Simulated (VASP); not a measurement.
# K (Im-3m) in VASP: further runs, part 2 of 2

VASP 6.6.1.

### 3 Single point, r2SCAN

POSCAR reads:

```
K
1.0
   -2.6699463634      2.6699463634      2.6699463634
    2.6699463634     -2.6699463634      2.6699463634
    2.6699463634      2.6699463634     -2.6699463634
K
1
Direct
    0.0000000000      0.0000000000      0.0000000000
```

INCAR.step1 reads:

```
SYSTEM = K
  PREC = Accurate
  ENCUT = 520
  ISMEAR = 1
  SIGMA = 0.6
  LREAL = .False.
  LASPH = .True.
  NELM = 100
  NBANDS = 10
  GGA = PE
  ALGO = Normal
  EDIFF = 1E-4
  LWAVE = .True.
  LCHARG = .False.
```

INCAR.step2 reads:

```
SYSTEM = K
  PREC = Accurate
  ENCUT = 520
  EDIFF = 1E-7
  ISMEAR = 1
  SIGMA = 0.6
  LREAL = .False.
  LASPH = .True.
  NELM = 100
  ALGO = Normal
  ISIF = 2
  LWAVE = .False.
  LCHARG = .False.
  METAGGA = R2SCAN
  LMIXTAU = .True.
  NBANDS = 10
  ISTART = 1
```

KPOINTS reads:

```
Automatic mesh
0
Gamma
  8 8 8
  0 0 0
```

Potentials or basis: VASP PAW PBE potentials, release 64 (K_sv).

Run with:

```console
> cat potpaw_PBE.64/K_sv/POTCAR > POTCAR
> cp INCAR.step1 INCAR
> mpirun -np 1 vasp_std > vasp.out
> cp INCAR.step2 INCAR
> mpirun -np 1 vasp_std > vasp.out
```

OUTCAR:

```text
SYSTEM = K
   PREC = Accurate
   ENCUT = 520
   EDIFF = 1E-7
   ISMEAR = 1
   LREAL = .False.
   LASPH = .True.
   NELM = 100
   ISIF = 2
   METAGGA = R2SCAN
   ISTART = 1

 ion  position               nearest neighbor table
   1  0.000  0.000  0.000-

  LATTYP: Found a body centered cubic cell.
 ALAT       =     5.3398927268

  Lattice vectors:

 A1 = (  -2.6699463634,   2.6699463634,   2.6699463634)
 A2 = (   2.6699463634,  -2.6699463634,   2.6699463634)
 A3 = (   2.6699463634,   2.6699463634,  -2.6699463634)

Analysis of symmetry for initial positions (statically):
=====================================================================
 Subroutine PRICEL returns:
 Original cell was already a primitive cell.

 Routine SETGRP: Setting up the symmetry group for a
 body centered cubic supercell.

 Subroutine GETGRP returns: Found 48 space group operations
 (whereof 48 operations were pure point group operations)
 out of a pool of 48 trial point group operations.

The static configuration has the point symmetry O_h .

Analysis of symmetry for dynamics (positions and initial velocities):
=====================================================================
 Subroutine PRICEL returns:
 Original cell was already a primitive cell.

 Routine SETGRP: Setting up the symmetry group for a
 body centered cubic supercell.

 Subroutine GETGRP returns: Found 48 space group operations
 (whereof 48 operations were pure point group operations)
 out of a pool of 48 trial point group operations.

The dynamic configuration has the point symmetry O_h .

 Subroutine INISYM returns: Found 48 space group operations
[... 112 lines left out ...]
   IALGO  =     38    algorithm
   IMIX   =      4    mixing-type and parameters
     AMIX     =   0.40;   BMIX     =  1.00
     AMIX_MAG =   1.60;   BMIX_MAG =  1.00
  volume/ion in A,a.u.               =      76.13       513.76
  Fermi-wavevector in a.u.,A,eV,Ry     =   0.803464  1.518327  8.783303  0.645555
  Thomas-Fermi vector in A             =   1.911336
   LORBIT       =      0    0 simple, 1 ext, 2 COOP (PROOUT), +10 PAW based schemes
   METAGGA = R2SCAN    functional components
   LHFCALC =     F    Hartree Fock is set to
   AEXX    =    0.0000 exact exchange contribution
   IVDW    =     0    specifies the selected vdW correction
   LEPSILON=     F    determine dielectric tensor
   LRPA    =     F    only Hartree local field effects (RPA)
 non-spin polarized calculation
 Methfessel and Paxton  Order N= 1 SIGMA  =   0.60
  energy-cutoff  :      520.00
  volume of cell :       76.13
 maximum number of plane-waves:      2093
 NGX is ok and might be reduce to    36
   NGX = 17   NGY = 17   NGZ = 17

 number of electron       9.0000001 magnetization

 Free energy of the ion-electron system (eV)
  ---------------------------------------------------
  ext. energy  EPLUGINS =         0.00000000
  ---------------------------------------------------
  free energy    TOTEN  =        -6.01097850 eV

  energy without entropy =       -6.00978624  energy(sigma->0) =       -6.01058108

 E-fermi :  -0.1329     XC(G=0):  -5.8198

 val. band max:       -0.1803318321   @ k =   0.2500   0.2500   0.0000
 cond. band min:      -0.0295997826   @ k =  -0.3750   0.3750   0.2500
 fundamental gap:      0.1507320496
 Fermi energy:        -0.1329255394

 k-point     1 :       0.0000    0.0000    0.0000
  band No.  band energies     occupation
      1     -33.8170      2.00000
      2     -16.4904      2.00000
      3     -16.4904      2.00000
      4     -16.4904      2.00000
      5      -2.3927      2.00000
      6       4.5779     -0.00000
      7       4.5780     -0.00000
      8       4.5780     -0.00000
      9       5.5195     -0.00000
     10       5.5195     -0.00000
[... 287 lines left out ...]
 k-point    24 :      -0.3750    0.3750    0.2500
  band No.  band energies     occupation
      1     -33.8124      2.00000
      2     -16.5360      2.00000
      3     -16.5193      2.00000
      4     -16.5132      2.00000
      5      -0.0296      0.71327
      6       2.0791     -0.00000
      7       3.5131     -0.00000
      8       3.5711     -0.00000
      9       4.8894     -0.00000
     10       6.0065     -0.00000

 [... further k-points ...]

------------------------ aborting loop because EDIFF is reached ----------------------------------------

  FORCE on cell =-STRESS in cart. coord.  units (eV):
  Direction    XX          YY          ZZ          XY          YZ          ZX
  --------------------------------------------------------------------------------------
  -------------------------------------------------------------------------------------
  Total       -0.0034908     -0.0034908     -0.0034908     -0.0000000      0.0000000      0.0000000
  in kB       -0.0734626     -0.0734626     -0.0734626     -0.0000000      0.0000000      0.0000000
  external PRESSURE =      -0.0734626 kB  Pullay stress =       0.0000000 kB

 VOLUME and BASIS-vectors are now :
 -----------------------------------------------------------------------------
  energy-cutoff  :      520.00
  volume of cell :       76.13
      direct lattice vectors                 reciprocal lattice vectors
    -2.669946363  2.669946363  2.669946363     0.000000000  0.187269680  0.187269680
     2.669946363 -2.669946363  2.669946363     0.187269680  0.000000000  0.187269680
     2.669946363  2.669946363 -2.669946363     0.187269680  0.187269680  0.000000000

 POSITION                                       TOTAL-FORCE (eV/Angst)
 -----------------------------------------------------------------------------------
      0.00000      0.00000      0.00000         0.000000     -0.000000      0.000000
 -----------------------------------------------------------------------------------
    total drift:                               -0.000000      0.000000      0.000000

  FREE ENERGIE OF THE ION-ELECTRON SYSTEM (eV)
  ---------------------------------------------------
  free  energy   TOTEN  =        -6.0109784971 eV

  energy  without entropy=       -6.0097862386  energy(sigma->0) =       -6.01058108
```

OUTCAR.step1:

```text
SYSTEM = K
   PREC = Accurate
   ENCUT = 520
   ISMEAR = 1
   LREAL = .False.
   LASPH = .True.
[... 529 lines left out ...]
 POSITION                                       TOTAL-FORCE (eV/Angst)
 -----------------------------------------------------------------------------------
      0.00000      0.00000      0.00000         0.000000     -0.000000     -0.000000
 -----------------------------------------------------------------------------------
    total drift:                               -0.000000      0.000000      0.000000

  FREE ENERGIE OF THE ION-ELECTRON SYSTEM (eV)
  ---------------------------------------------------
  free  energy   TOTEN  =        -1.0458451630 eV

  energy  without entropy=       -1.0453023769  energy(sigma->0) =       -1.04566423
```

Run time: 47 s. Hardware: 1 thread of Intel Xeon Platinum 8559C (Emerald Rapids), shared host; peak memory 0.21 GiB.

Results:

```
Free energy            : -6.0110 eV
Pressure               : 0.0 GPa
Band gap on the k mesh : zero (an odd number of electrons rules out a gap without spin polarisation)
```

Levels at points of the mesh, in eV from the Fermi level:
```csv
k point,band 1,band 2,band 3,band 4,band 5,band 6,band 7,band 8,band 9
"(0.00, 0.00, 0.00)",-33.68,-16.36,-16.36,-16.36,-2.26,4.71,4.71,4.71,5.65
"(0.50, 0.00, 0.00)",-33.68,-16.42,-16.38,-16.36,0.56,0.62,3.47,5.35,6.21
"(0.50, 0.50, 0.50)",-33.68,-16.40,-16.40,-16.40,1.79,1.79,3.67,3.67,3.67
```

Caveat: so wide a smearing shifts energies and pressures; the PAW data sets were made with another functional, which shifts forces and pressure a little.

The gap in the log of VASP goes by the Fermi energy; the results here count the filled bands.